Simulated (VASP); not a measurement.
# Ba: single point with LDA

Crystal: Ba.

```
Ba
1.0
     4.75788    0.00000    0.00000
     0.00000    4.75788    0.00000
     0.00000    0.00000    4.75788
Ba
2
Direct
  0.00000 0.00000 0.00000
  0.50000 0.50000 0.50000
```

| Item | Value |
| --- | --- |
| Program | VASP 6.6.1 |
| Task | single point |
| Functional | LDA |
| Potentials or basis | VASP PAW LDA potentials, release 64 (Ba_sv) |
| Cutoff | 520 eV |
| k mesh | 7 × 7 × 7 |
| Occupations | fermi-dirac, width 0.05 eV |
| Spin | no spin polarisation |
| Dipole correction | no |
| Further INCAR settings | ALGO = Normal; EDIFF = 1e-07; NBANDS = 17 |

```yaml
Pressure: 0.2 GPa
Band_gap_on_the_k_mesh: zero (bands 10 and 11 overlap by 1.35 eV)
```

Levels at points of the mesh, in eV from the Fermi level:
```tsv
k point	band 7	band 8	band 9	band 10	band 11	band 12	band 13	band 14
(0.00, 0.00, 0.00)	-13.37	-13.37	-2.76	-0.73	-0.73	1.97	1.97	1.97
```

It took 18 s on 1 thread of Intel(R) Xeon(R) Platinum 8375C CPU @ 2.90GHz (Ice Lake), with other jobs on the host, peak memory 0.18 GiB.

Caveat: spin-orbit coupling is left out, which moves the levels of the heavy elements.
